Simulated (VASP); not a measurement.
# ZrTa3N4 in VASP: further runs

Runs on ZrTa3N4. Level: PBE. Tasks: single point, relaxation of cell and atoms.

Program: VASP 6.6.1. These are calculated values, not measurements. Logs are shortened: lines on timing, memory, paths and dates and some standing lists are left out, and cuts for length are marked.

**1. The cell of the first run**

The typed cell holds 8 atoms: a = 2.900 Å, b = 5.990 Å, c = 5.989 Å, α = 119.99°, β = 89.97°, γ = 90.00°.

**2. Single point, PBE**

Contents of INCAR:

```
SYSTEM = ZrTa3N4
PREC = Accurate
ENCUT = 520
EDIFF = 1E-6
ISMEAR = 0
SIGMA = 0.2
LREAL = .False.
LASPH = .True.
NELM = 80
ALGO = Normal
ISIF = 2
LWAVE = .False.
LCHARG = .False.
GGA = PE
NBANDS = 42
```

Contents of KPOINTS:

```
regular mesh
0
Gamma
  8 6 6
  0 0 0
```

Contents of POSCAR:

```
ZrTa3N4
1.0
   -0.0000821372      0.0007137195      2.8998984446
    5.9898014692      0.0005026825     -0.0001663973
   -2.9944651924      5.1871412439      0.0013286331
Zr Ta N
1 3 4
Direct
    0.0000007954      0.0000019461      0.0000069457
   -0.0000309013      0.4985243489      0.9970589460
    0.0000121264      0.0029413963      0.5014741203
    0.0000243613      0.4985317466      0.5014688081
    0.4999669148      0.1726403115      0.8273518248
    0.4999836298      0.6547038840      0.8273435280
    0.4999974622      0.6666669569      0.3333316365
    0.5000456114      0.1726560762      0.3452975237
```

Potentials or basis: VASP PAW PBE potentials, release 64 (Zr_sv, Ta_pv, N).

Command:

```sh
$ cat potpaw_PBE.64/Zr_sv/POTCAR potpaw_PBE.64/Ta_pv/POTCAR potpaw_PBE.64/N/POTCAR > POTCAR
$ mpirun -np 1 vasp_std > vasp.out
```

OUTCAR:

```text
SYSTEM = ZrTa3N4
   PREC = Accurate
   ENCUT = 520
   EDIFF = 1E-6
   ISMEAR = 0
   LREAL = .False.
   LASPH = .True.
   NELM = 80
   ISIF = 2
   GGA = PE

 ion  position               nearest neighbor table
   1  0.000  0.000  0.000-   8 2.30   5 2.30   6 2.30   5 2.30   6 2.30   8 2.31   3 2.99   3 2.99
                             2 2.99   2 2.99   4 3.00   4 3.00
   2  1.000  0.499  0.997-   6 2.23   5 2.23   6 2.23   5 2.23   7 2.27   7 2.27   4 2.97   3 2.97
                             1 2.99   1 2.99   4 3.02   3 3.02
   3  0.000  0.003  0.501-   5 2.23   8 2.23   8 2.23   5 2.23   7 2.27   7 2.27   4 2.97   2 2.97
                             1 2.99   1 2.99   4 3.02   2 3.02
   4  0.000  0.499  0.501-   6 2.23   8 2.23   8 2.23   6 2.23   7 2.27   7 2.27   2 2.97   3 2.97
                             1 3.00   1 3.00   2 3.02   3 3.02
   5  0.500  0.173  0.827-   3 2.23   2 2.23   2 2.23   3 2.23   1 2.30   1 2.30
   6  0.500  0.655  0.827-   4 2.23   2 2.23   2 2.23   4 2.23   1 2.30   1 2.30
   7  0.500  0.667  0.333-   2 2.27   4 2.27   3 2.27   4 2.27   3 2.27   2 2.27
   8  0.500  0.173  0.345-   3 2.23   4 2.23   3 2.23   4 2.23   1 2.30   1 2.31

  LATTYP: Found a base centered monoclinic cell.
 ALAT       =    31.6592383273
 B/A-ratio  =     0.1892117435
 C/A-ratio  =     0.6617455513
 COS(beta)  =    -0.9989708914

  Lattice vectors:

 A1 = (  14.9741502680,  -5.1868495984,  -2.9015598723)
 A2 = (  11.9788139912, -10.3744935248,  -2.9027221081)
 A3 = ( -17.9686154604,  10.3739908423,   2.9028885054)

Analysis of symmetry for initial positions (statically):
=====================================================================
 Subroutine PRICEL returns:
 Original cell was already a primitive cell.

 Routine SETGRP: Setting up the symmetry group for a
 base centered monoclinic supercell.

 Subroutine GETGRP returns: Found  1 space group operations
 (whereof  1 operations were pure point group operations)
 out of a pool of  4 trial point group operations.

The static configuration has the point symmetry C_1 .

Analysis of symmetry for dynamics (positions and initial velocities):
=====================================================================
 Subroutine PRICEL returns:
 Original cell was already a primitive cell.

 Routine SETGRP: Setting up the symmetry group for a
 base centered monoclinic supercell.

 Subroutine GETGRP returns: Found  1 space group operations
 (whereof  1 operations were pure point group operations)
 out of a pool of  4 trial point group operations.

The dynamic configuration has the point symmetry C_1 .

 Subroutine INISYM returns: Found  1 space group operations
 (whereof  1 operations are pure point group operations),
 and found     1 'primitive' translations

----------------------------------------------------------------------------------------

                                     Primitive cell

  volume of cell :      90.1040

  direct lattice vectors                    reciprocal lattice vectors
    -0.000082137  0.000713719  2.899898445     0.000009587 -0.000082793  0.344839683
     5.989801469  0.000502683 -0.000166397     0.166942353  0.096373526 -0.000018991
    -2.994465192  5.187141244  0.001328633    -0.000016180  0.192775089 -0.000047446

  length of vectors
     2.899898534  5.989801493  5.989428841     0.344839693  0.192763083  0.192775095

  position of ions in fractional coordinates (direct lattice)
     0.000000795  0.000001946  0.000006946
     0.999969099  0.498524349  0.997058946
     0.000012126  0.002941396  0.501474120
     0.000024361  0.498531747  0.501468808
     0.499966915  0.172640311  0.827351825
     0.499983630  0.654703884  0.827343528
     0.499997462  0.666666957  0.333331636
     0.500045611  0.172656076  0.345297524

  ion indices of the primitive-cell ions
   primitive index   ion index
                 1           1
                 2           2
                 3           3
                 4           4
                 5           5
                 6           6
                 7           7
                 8           8

----------------------------------------------------------------------------------------

 KPOINTS: regular mesh

Automatic generation of k-mesh.
 Grid dimensions read from file:
 generate k-points for:    8    6    6

 Generating k-lattice:

  Cartesian coordinates                     Fractional coordinates (reciprocal lattice)
     0.000001198 -0.000010349  0.043104960     0.125000000  0.000000000 -0.000000000
     0.027823726  0.016062254 -0.000003165    -0.000000000  0.166666667 -0.000000000
    -0.000002697  0.032129181 -0.000007908     0.000000000  0.000000000  0.166666667

  Length of vectors
     0.043104962  0.032127180  0.032129183

  Shift w.r.t. Gamma in fractional coordinates (k-lattice)
     0.000000000  0.000000000  0.000000000

 Subroutine IBZKPT returns following result:
 ===========================================

[... 41 lines left out ...]
   TEBEG  =    0.0;   TEEND  =   0.0 temperature during run
   PSTRESS=    0.0 pullay stress
   NELECT =      65.0000    total number of electrons
   NUPDOWN=      -1.0000    fix difference up-down
   EMIN   =  10.00;   EMAX   =-10.00  energy-range for DOS
   EFERMI =   0.00;   METHOD = LEGACY
   ISMEAR =     0;   SIGMA  =   0.20  broadening in eV -4-tet -1-fermi 0-gaus
   EFERMI_NEDOS =   21; number of points for ismear=-14 and -15
   IALGO  =     38    algorithm
   IMIX   =      4    mixing-type and parameters
     AMIX     =   0.40;   BMIX     =  1.00
     AMIX_MAG =   1.60;   BMIX_MAG =  1.00
  volume/ion in A,a.u.               =      11.26        76.01
  Fermi-wavevector in a.u.,A,eV,Ry     =   1.468243  2.774576 29.330577  2.155737
  Thomas-Fermi vector in A             =   2.583764
   LORBIT       =      0    0 simple, 1 ext, 2 COOP (PROOUT), +10 PAW based schemes
   GGA     = PE    functional components
   LHFCALC =     F    Hartree Fock is set to
   AEXX    =    0.0000 exact exchange contribution
   IVDW    =     0    specifies the selected vdW correction
   LEPSILON=     F    determine dielectric tensor
   LRPA    =     F    only Hartree local field effects (RPA)
 non-spin polarized calculation
 Gauss-broadening in eV      SIGMA  =   0.20
  energy-cutoff  :      520.00
  volume of cell :       90.10
 maximum number of plane-waves:      2457
 NGX is ok and might be reduce to    24

 number of electron      64.9999996 magnetization

 Free energy of the ion-electron system (eV)
  ---------------------------------------------------
  ext. energy  EPLUGINS =         0.00000000
  ---------------------------------------------------
  free energy    TOTEN  =       -86.71335775 eV

  energy without entropy =      -86.64425609  energy(sigma->0) =      -86.67880692

 E-fermi :   8.4753     XC(G=0): -13.0329

 val. band max:        8.4726326400   @ k =  -0.2500  -0.1667   0.1667
 cond. band min:       8.4898466784   @ k =   0.5000   0.0000   0.0000
 fundamental gap:      0.0172140384
 Fermi energy:         8.4752944441

 k-point     1 :       0.0000    0.0000    0.0000
  band No.  band energies     occupation
      1     -39.7646      2.00000
      2     -26.7232      2.00000
      3     -26.4871      2.00000
      4     -26.4870      2.00000
      5     -26.0695      2.00000
      6     -25.9624      2.00000
[... 34 lines left out ...]
     41      12.8208      0.00000
     42      12.9292      0.00000

 k-point     2 :       0.1250    0.0000    0.0000
  band No.  band energies     occupation
      1     -39.7420      2.00000
      2     -26.7014      2.00000
      3     -26.4679      2.00000
      4     -26.4678      2.00000
      5     -26.0908      2.00000
      6     -26.0562      2.00000
[... 34 lines left out ...]
     41      12.7410      0.00000
     42      12.7417      0.00000

 k-point     3 :       0.2500    0.0000    0.0000
  band No.  band energies     occupation
      1     -39.6869      2.00000
      2     -26.6483      2.00000
      3     -26.4215      2.00000
      4     -26.4213      2.00000
      5     -26.3895      2.00000
      6     -26.2601      2.00000
[... 897 lines left out ...]
      4     -26.2982      2.00000
      5     -26.2462      2.00000
      6     -26.2050      2.00000
[... 34 lines left out ...]
     41      12.2732      0.00000
     42      12.9052      0.00000

 k-point    24 :       0.2500    0.5000   -0.0000
  band No.  band energies     occupation
      1     -39.6879      2.00000
      2     -26.4998      2.00000
      3     -26.3507      2.00000
      4     -26.3108      2.00000
      5     -26.2710      2.00000
      6     -26.2582      2.00000
[... 34 lines left out ...]
     41      13.0518      0.00000
     42      13.3180      0.00000

 [... further k-points ...]
[... 5 lines left out ...]
  --------------------------------------------------------------------------------------
  -------------------------------------------------------------------------------------
  Total        0.2975206      0.2953349      0.4091074     -0.0176352     -0.0502554      0.0057226
  in kB        5.2903360      5.2514719      7.2745073     -0.3135787     -0.8936128      0.1017567
  external PRESSURE =       5.9387717 kB  Pullay stress =       0.0000000 kB

 VOLUME and BASIS-vectors are now :
 -----------------------------------------------------------------------------
  energy-cutoff  :      520.00
  volume of cell :       90.10
      direct lattice vectors                 reciprocal lattice vectors
    -0.000082137  0.000713719  2.899898445     0.000009587 -0.000082793  0.344839683
     5.989801469  0.000502683 -0.000166397     0.166942353  0.096373526 -0.000018991
    -2.994465192  5.187141244  0.001328633    -0.000016180  0.192775089 -0.000047446

 POSITION                                       TOTAL-FORCE (eV/Angst)
 -----------------------------------------------------------------------------------
     -0.00001      0.00004      0.00000        -0.000549     -0.000680     -0.000063
      0.00032      5.17285      2.90105        -0.000338      0.007845      0.000052
     -1.48403      2.60122      0.00070        -0.007360     -0.003980     -0.000106
      1.48448      2.60144      0.00065         0.006614     -0.004123     -0.000356
     -1.44344      4.29203      1.45092        -0.017913      0.011047      0.000740
      1.44405      4.29223      1.45089         0.018944      0.011447      0.000331
      2.99501      1.72973      1.45027         0.000559      0.000124      0.000150
      0.00015      1.79155      1.45051         0.000044     -0.021680     -0.000748
 -----------------------------------------------------------------------------------
    total drift:                               -0.000239     -0.000163      0.000002

  FREE ENERGIE OF THE ION-ELECTRON SYSTEM (eV)
  ---------------------------------------------------
  free  energy   TOTEN  =       -86.7133577529 eV

  energy  without entropy=      -86.6442560908  energy(sigma->0) =      -86.67880692
```

It took 12 min on 1 thread of Intel Xeon Platinum 8488C (Sapphire Rapids), shared host; peak memory 0.58 GiB.

What came out:

| Item | Value |
| --- | --- |
| Free energy | -86.7134 eV |
| Pressure | 0.6 GPa |
| Largest force | 0.022 eV/Å |
| Band gap on the k mesh | zero (an odd number of electrons rules out a gap without spin polarisation) |

Forces in eV/Å, atoms in the order of the input:
```
Zr  -0.001 -0.001  0.000
Ta   0.000  0.008  0.000
Ta  -0.007 -0.004  0.000
Ta   0.007 -0.004  0.000
N   -0.018  0.011  0.001
N    0.019  0.011  0.000
N    0.001  0.000  0.000
N    0.000 -0.022 -0.001
```

Caveat: spin-orbit coupling is left out, which moves the levels of the heavy elements.

**3. Relaxation of cell and atoms, PBE**

This run uses another cell than the first one, of the same volume but with other edges.

Contents of INCAR:

```
SYSTEM = ZrTa3N4
PREC = Accurate
ENCUT = 600
EDIFF = 1E-7
ISMEAR = 0
SIGMA = 0.1
LREAL = .False.
LASPH = .True.
NELM = 100
ALGO = Normal
ISIF = 3
LWAVE = .False.
LCHARG = .False.
GGA = PE
IBRION = 2
NSW = 80
EDIFFG = -0.001
```

Contents of KPOINTS:

```
Automatic mesh
0
Gamma
  12 12 4
  0 0 0
```

Contents of POSCAR:

```
ZrTa3N4
1.0
    2.9873676099      0.0000000000      0.0000000000
   -1.4936838050      2.5871362406      0.0000000000
    0.0000000000      0.0000000000     11.6370042716
Zr Ta N
1 3 4
Direct
    0.0000000000      0.0000000000      0.0000000000
    0.0000000000      0.0000000000      0.5000000000
    0.0000000000      0.0000000000      0.7481009691
    0.0000000000      0.0000000000      0.2518990309
    0.3333333333      0.6666666667      0.6231961211
    0.3333333333      0.6666666667      0.3768038789
    0.3333333333      0.6666666667      0.8661173632
    0.3333333333      0.6666666667      0.1338826368
```

Potentials or basis: VASP PAW PBE potentials, release 64 (Zr_sv, Ta_pv, N).

Command:

```sh
$ cat potpaw_PBE.64/Zr_sv/POTCAR potpaw_PBE.64/Ta_pv/POTCAR potpaw_PBE.64/N/POTCAR > POTCAR
$ mpirun -np 1 vasp_std > vasp.out
```

Run time: 14 min. Hardware: 1 thread of Intel Xeon 6975P-C (Granite Rapids), shared host; peak memory 0.38 GiB.

It converged, with:

- Free energy: -86.8507 eV
- Relaxed volume: 11.26 Å³/atom
- Relaxed cell: a = 2.989 Å, b = 2.989 Å, c = 11.642 Å, α = 90.00°, β = 90.00°, γ = 120.00°
- Space group after relaxing (to 0.1 Å): P-6m2 (No. 187)
- Energy gained by relaxing: 0.0 meV/atom
- Ionic steps: 15
- Pressure after relaxing: 0.0 GPa
- Band gap on the k mesh: zero (an odd number of electrons rules out a gap without spin polarisation)

Step by step:
| step | energy change (eV) | largest force (eV/Å) | pressure (GPa) | volume (Å³) |
| --- | --- | --- | --- | --- |
| 1 | 0.0000 | 0.0304 | 0.43 | 89.94 |
| 2 | 0.0006 | 0.0239 | -0.92 | 90.33 |
| 3 | -0.0002 | 0.0163 | -0.01 | 90.06 |
| 4 | -0.0002 | 0.0160 | 0.00 | 90.07 |
| 5 | 0.0000 | 0.0132 | -0.47 | 90.20 |
| 6 | -0.0002 | 0.0156 | -0.03 | 90.07 |
| 7 | -0.0002 | 0.0064 | -0.02 | 90.07 |
| 8 | -0.0002 | 0.0084 | -0.02 | 90.06 |
| 9 | -0.0002 | 0.0039 | 0.03 | 90.05 |
| 10 | -0.0002 | 0.0034 | 0.02 | 90.05 |
| 11 | -0.0002 | 0.0033 | 0.02 | 90.05 |
| 12 | -0.0002 | 0.0037 | -0.02 | 90.06 |
| 13 | -0.0002 | 0.0028 | 0.00 | 90.06 |
| 14 | -0.0002 | 0.0025 | 0.00 | 90.06 |
| 15 | -0.0002 | 0.0008 | 0.00 | 90.06 |

Final structure:
```xyz
8
Lattice="2.9887 0.0000 0.0000 -1.4943 2.5883 0.0000 0.0000 0.0000 11.6422" Properties=species:S:1:pos:R:3 pbc="T T T"
Zr    2.9887    0.0000    0.0000
Ta    2.9887    0.0000    5.8211
Ta    0.0000    0.0000    8.7099
Ta    0.0000    0.0000    2.9323
N     0.0000    1.7255    7.2556
N     0.0000    1.7255    4.3866
N     0.0000    1.7255   10.0853
N     0.0000    1.7255    1.5569
```

Levels at points of the mesh, in eV from the Fermi level:
```
           k point  band 30  band 31  band 32  band 33  band 34  band 35
(0.00, 0.00, 0.00)    -2.20     0.30     0.45     0.56     0.56     1.39
(0.50, 0.00, 0.00)    -2.54    -0.83    -0.70     0.37     3.10     3.24
(0.00, 0.00, 0.50)    -1.42    -1.20     0.60     0.60     0.86     0.86
(0.50, 0.00, 0.50)    -2.07    -1.85    -0.14     0.29     3.65     3.66
```

Caveat: spin-orbit coupling is left out, which moves the levels of the heavy elements.

**4. Relaxation of cell and atoms, PBE**

This run uses another cell than the first one, of the same volume but with other edges.

Contents of INCAR:

```
SYSTEM = ZrTa3N4
ALGO = Normal
EDIFF = 1E-6
EDIFFG = -0.01
ENCUT = 600
GGA = PE
IBRION = 2
ISIF = 3
ISMEAR = 0
LASPH = .TRUE.
LCHARG = .FALSE.
LREAL = .FALSE.
LWAVE = .FALSE.
NELM = 80
NSW = 100
PREC = Accurate
SIGMA = 0.1
```

Contents of KPOINTS:

```
k-points
0
G
  12 12 4
  0 0 0
```

Contents of POSCAR:

```
ZrTa3N4
1.0
    2.9871538659      0.0000000000      0.0000000000
   -1.4935769330      2.5869511329      0.0000000000
    0.0000000000      0.0000000000     11.6526037043
Zr Ta N
1 3 4
Direct
    0.0000000000      0.0000000000      0.0000000000
    0.0000000000      0.0000000000      0.5000000000
    0.0000000000      0.0000000000      0.7482380788
    0.0000000000      0.0000000000      0.2517619212
    0.3333333333      0.6666666667      0.6229012406
    0.3333333333      0.6666666667      0.3770987594
    0.3333333333      0.6666666667      0.8660725999
    0.3333333333      0.6666666667      0.1339274001
```

Command:

```sh
$ cat potpaw_PBE.64/Zr_sv/POTCAR potpaw_PBE.64/Ta_pv/POTCAR potpaw_PBE.64/N/POTCAR > POTCAR
$ mpirun -np 1 vasp_std > vasp.out
```

Wall time 4.9 min (1 thread of Intel Xeon 6975P-C (Granite Rapids), shared host); peak memory 0.39 GiB.

Results (log left out):

```yaml
Free_energy: -86.8509 eV
Relaxed_volume: 11.26 Å³/atom
Relaxed_cell: a = 2.989 Å, b = 2.989 Å, c = 11.643 Å, α = 90.00°, β = 90.00°, γ = 120.00°
Space_group_after_relaxing_to_0.1_Å: P-6m2 (No. 187)
Energy_gained_by_relaxing: 0.1 meV/atom
Ionic_steps: 4
Pressure_after_relaxing: 0.0 GPa
Largest_force_after_relaxing: 0.009 eV/Å
Band_gap_on_the_k_mesh: zero (an odd number of electrons rules out a gap without spin polarisation)
```

Forces in eV/Å, atoms in the order of the input:
```
Zr   0.000  0.000  0.000
Ta   0.000  0.000  0.000
Ta   0.000  0.000  0.009
Ta   0.000  0.000 -0.009
N    0.000  0.000  0.008
N    0.000  0.000 -0.008
N    0.000  0.000  0.006
N    0.000  0.000 -0.006
```

The path:
| step | energy change (eV) | largest force (eV/Å) | pressure (GPa) | volume (Å³) |
| --- | --- | --- | --- | --- |
| 1 | 0.0000 | 0.0926 | 0.03 | 90.05 |
| 2 | -0.0002 | 0.1066 | -0.04 | 90.08 |
| 3 | -0.0006 | 0.0220 | 0.00 | 90.06 |
| 4 | -0.0007 | 0.0088 | 0.00 | 90.06 |

Final structure:
```
Zr Ta N
1.0
     2.98867    0.00000    0.00000
    -1.49434    2.58826    0.00000
     0.00000    0.00000   11.64256
Zr Ta N
1 3 4
Cartesian
  1.4943 2.5883 0.0000
  1.4943 2.5883 5.8213
  1.4943 2.5883 8.7095
  2.9887 0.0000 2.9331
  0.0000 1.7255 7.2551
  0.0000 1.7255 4.3875
  0.0000 1.7255 10.0847
  0.0000 1.7255 1.5578
```

Levels at points of the mesh, in eV from the Fermi level:
```csv
k point,band 29,band 30,band 31,band 32,band 33,band 34,band 35,band 36
"(0.00, 0.00, 0.00)",-3.08,-2.20,0.30,0.45,0.56,0.56,1.39,1.39
"(0.50, 0.00, 0.00)",-2.66,-2.54,-0.83,-0.70,0.37,3.10,3.24,3.64
"(0.00, 0.00, 0.50)",-3.13,-1.42,-1.20,0.61,0.61,0.86,0.86,2.18
"(0.50, 0.00, 0.50)",-2.95,-2.07,-1.85,-0.14,0.29,3.65,3.67,3.86
```

Caveat: spin-orbit coupling is left out, which moves the levels of the heavy elements.

**5. The runs side by side**

| task | cell | k mesh | cutoff (eV) | smearing | gap on the mesh (eV) | pressure (GPa) | relaxed volume (Å³/atom) | largest force (eV/Å) |
| --- | --- | --- | --- | --- | --- | --- | --- | --- |
| single point | a = 2.900, b = 5.990, c = 5.989 Å, angles 120.0, 90.0, 90.0°, 8 atoms, atomic positions A | 8 × 6 × 6 | 520 | gaussian 0.2 eV | none | 0.6 | - | 0.02 |
| relaxation of cell and atoms | relaxed from a = 2.987, b = 2.987, c = 11.637 Å, angles 90.0, 90.0, 120.0°, 8 atoms, atomic positions B | 12 × 12 × 4 | 600 | gaussian 0.1 eV | none | 0.0 | 11.26 | - |
| relaxation of cell and atoms | relaxed from a = 2.987, b = 2.987, c = 11.653 Å, angles 90.0, 90.0, 120.0°, 8 atoms, atomic positions B | 12 × 12 × 4 | 600 | gaussian 0.1 eV | none | 0.0 | 11.26 | 0.01 |

Alike in all rows: level PBE; potentials or basis VASP PAW PBE potentials, release 64 (Zr_sv, Ta_pv, N); no spin polarisation.

Caveats: spin-orbit coupling is left out, which moves the levels of the heavy elements.

Total energies depend on the potentials used, so only differences within one code and one set of settings carry meaning.
